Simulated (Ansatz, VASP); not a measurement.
## Two plane-wave programs on ZrB4F

The input INCAR:

```
PREC     = Accurate       # precision mode
ENCUT    = 520            # plane-wave cutoff, eV
EDIFF    = 1E-6           # SCF threshold, eV
ISMEAR   = 0              # smearing method
SIGMA    = 0.1            # smearing width, eV
LREAL    = F              # projectors in reciprocal space
LASPH    = T              # aspherical terms in the spheres
NELM     = 100            # most SCF steps
ALGO     = Normal         # electronic algorithm
ISIF     = 2              # what is computed and relaxed
LWAVE    = F              # write WAVECAR
LCHARG   = F              # write CHGCAR
GGA      = PE             # functional
NBANDS   = 24             # bands
```

The input KPOINTS:

```
regular mesh
0
Gamma
  6 6 4
```

The input POSCAR:

```
ZrB4F
1.0
    3.5795128500      0.0000000000      0.0000000000
    0.0000000000      3.5795128500      0.0000000000
    0.0000000000      0.0000000000      5.0730757000
Zr B F
1 4 1
Direct
    0.0000000000      0.0000000000      0.0000000000
    0.5000000000      0.0000000000      0.7565800000
    0.0000000000      0.5000000000      0.2434200000
    0.5000000000      0.0000000000      0.2434200000
    0.0000000000      0.5000000000      0.7565800000
    0.5000000000      0.5000000000      0.5000000000
```

Input for Ansatz:

```yaml
crystal:
  lattice:
    - [3.57951285, 0.0, 0.0]
    - [0.0, 3.57951285, 0.0]
    - [0.0, 0.0, 5.0730757]
  atoms:
    - { symbol: Zr, position: [0.0, 0.0, 0.0] }
    - { symbol: B, position: [0.5, 0.0, 0.75658] }
    - { symbol: B, position: [0.0, 0.5, 0.24342] }
    - { symbol: B, position: [0.5, 0.0, 0.24342] }
    - { symbol: B, position: [0.0, 0.5, 0.75658] }
    - { symbol: F, position: [0.5, 0.5, 0.5] }
basis:
  ecutwfc: 420
kpoints:
  mp_grid: { grid: [6, 6, 4] }
hamiltonian:
  xc: pbe
scf:
  occupations: { method: gaussian, width: 0.1 }
  lower_state_search: "off"
output:
  forces: true
  stress: true
  eigenvalues: true
```

Change from the starting cell: species swapped into the Na4SeS type (P4/mmm, No. 123).

Alike in both runs: task single point; functional PBE; k mesh 6 × 6 × 4; occupations gaussian, width 0.1 eV; no spin polarisation.

|  | VASP | Ansatz |
| --- | --- | --- |
| version | VASP 6.6.1 | Ansatz 0.2.0 |
| potentials or method | VASP PAW PBE potentials, release 64 (Zr_sv, B, F), cutoff 520 eV | scalar-relativistic, plane waves, PAW |
| valence electrons in the cell | 31 | 31 |

Ansatz gave:

* gap on the k mesh at the Fermi level (eV): none
* pressure (GPa): 24.9
* traceless stress, the component that is largest in VASP (GPa): 13.12
* rms of the force components (eV/Å): 1.040

Q: Estimate VASP's values.

A: gap on the k mesh at the Fermi level (eV): none; pressure (GPa): 24.8; traceless stress, the component that is largest in VASP (GPa): 13.08; rms of the force components (eV/Å): 1.042.

Atom by atom the forces differ by 0.003 eV/Å (rms over components). A gap of «none» marks a metal or a gap that the smearing closes.
